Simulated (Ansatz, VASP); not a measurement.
# Mn in VASP and in Ansatz

```
Mn
1.0
     2.90139    0.00000    0.00000
     0.00000    2.90139    0.00000
     0.00000    0.00000    2.90139
Mn
2
Cartesian
  0.0000 0.0000 0.0000
  1.4507 1.4507 1.4507
```

Alike in both runs: task single point; functional RPBE; k mesh 12 × 12 × 12; occupations fermi-dirac, width 0.05 eV; collinear spin.

|  | VASP | Ansatz |
| --- | --- | --- |
| version | VASP 6.6.1 | Ansatz 0.2.0 |
| potentials or method | VASP PAW PBE potentials, release 64 (Mn_pv), cutoff 520 eV | plane waves (420 eV) with PAW, scalar-relativistic |
| valence electrons in the cell | 26 | 30 |

|  | VASP | Ansatz | Ansatz less VASP |
| --- | --- | --- | --- |
| pressure (GPa) | 7.7 | 7.1 | -0.54 |
| net moment per atom (μB) | 0.00 | 0.00 | 0.000 |
| size of the moment on the site where the two differ most (μB) | 2.54 | 2.45 | -0.087 |

VASP's potentials were made for PBE, not for RPBE. Site moments also hang on the region over which each program counts them. VASP's potentials hold 26 valence electrons a cell and Ansatz's 30, so a difference there can come from the potentials and not from the codes.
